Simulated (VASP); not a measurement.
Rb2YHgF6: single point with LDA

The system is Rb2YHgF6.

```
CELL_PARAMETERS angstrom
0.00000 4.77578 4.77578
4.77578 0.00000 4.77578
4.77578 4.77578 0.00000
ATOMIC_POSITIONS crystal
Rb 0.75000 0.75000 0.75000
Rb 0.25000 0.25000 0.25000
Y 0.00000 0.00000 0.00000
Hg 0.50000 0.50000 0.50000
F 0.77145 0.22855 0.22855
F 0.22855 0.22855 0.77145
F 0.22855 0.77145 0.77145
F 0.22855 0.77145 0.22855
F 0.77145 0.22855 0.77145
F 0.77145 0.77145 0.22855
```

- Program: VASP 6.6.1
- Task: single point
- Functional: LDA
- Potentials or basis: VASP PAW LDA potentials, release 64 (Rb_sv, Y_sv, Hg, F)
- Cutoff: 520 eV
- k mesh: 4 × 4 × 4
- Occupations: fermi-dirac, width 0.05 eV
- Spin: no spin polarisation

The pressure is -5.0 GPa and the largest force is 0.274 eV/Å.

Forces in eV/Å, atoms in the order of the input:
```
Rb   0.000  0.000  0.000
Rb   0.000  0.000  0.000
Y    0.000  0.000  0.000
Hg   0.000  0.000  0.000
F   -0.274  0.000  0.000
F    0.000  0.000 -0.274
F    0.274  0.000  0.000
F    0.000 -0.274  0.000
F    0.000  0.274  0.000
F    0.000  0.000  0.274
```

Levels at points of the mesh, in eV from the Fermi level:
| k point | band 39 | band 40 | band 41 | band 42 | band 43 | band 44 | band 45 | band 46 |
| --- | --- | --- | --- | --- | --- | --- | --- | --- |
| (0.00, 0.00, 0.00) | -3.38 | -3.38 | -3.38 | -0.42 | 3.84 | 4.90 | 4.90 | 4.90 |
| (0.50, 0.00, 0.00) | -3.45 | -2.98 | -2.98 | 0.22 | 3.60 | 4.74 | 4.74 | 5.00 |
| (0.50, 0.50, 0.00) | -3.41 | -3.41 | -3.38 | -0.19 | 3.80 | 4.95 | 5.06 | 5.06 |

Run time: 3.4 min on 1 thread of Intel Xeon 6975P-C (shared host), peak memory 0.33 GiB.

Caveat: spin-orbit coupling is left out, which moves the levels of the heavy elements; an odd number of electrons without spin polarisation forces a metal; a magnetic or distorted state may lie lower.
